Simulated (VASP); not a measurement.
Here is a VASP 6.6.1 calculation.

INCAR

```
PREC = Accurate ; ENCUT = 520
EDIFF = 1E-6 ; ISMEAR = 0
SIGMA = 0.02 ; LREAL = False
LASPH = True ; NELM = 80
ALGO = Normal ; ISIF = 2
LWAVE = False ; LCHARG = False
GGA = PS ; NBANDS = 35
```

Contents of KPOINTS:

```
Automatic mesh
0
Gamma
  12 12 2
```

POSCAR

```
WSe2
1.0
    3.1729629831      0.0000000000      0.0000000000
   -1.5864814915      2.7478665486      0.0000000000
    0.0000000000      0.0000000000     13.4616979639
W Se
2 4
Direct
    0.6666666667      0.3333333333      0.7500000000
    0.3333333333      0.6666666667      0.2500000000
    0.3333333333      0.6666666667      0.8773124881
    0.6666666667      0.3333333333      0.3773124881
    0.3333333333      0.6666666667      0.6226875119
    0.6666666667      0.3333333333      0.1226875119
```

Potentials or basis: VASP PAW PBE potentials, release 64 (W_sv, Se).

The run is started by

```console
$ cat potpaw_PBE.64/W_sv/POTCAR potpaw_PBE.64/Se/POTCAR > POTCAR
$ mpirun -np 1 vasp_std > vasp.out
```

Problem. Predict the largest force.

Solution. 0.053 eV/Å.

Problem. Predict the band gap on the k mesh.

Solution. 0.98 eV (least direct gap 1.75 eV).

Problem. What does it give for the pressure?

Solution. 5.5 GPa.

Stress tensor (GPa, compression positive):
```
8.08 0.00 0.00
0.00 8.08 0.00
0.00 0.00 0.39
```

Caveat: the cell differs from its parent crystal (biaxial strain in the a-b plane: -3.0 %); the cell stands under pressure; the PAW data sets were made with another functional, which shifts forces and pressure a little; spin-orbit coupling is left out, which moves the levels of the heavy elements; this functional lacks dispersion, which binds the layers, so the pressure and a relaxed spacing across them are unreliable. A k mesh can miss the band edges.
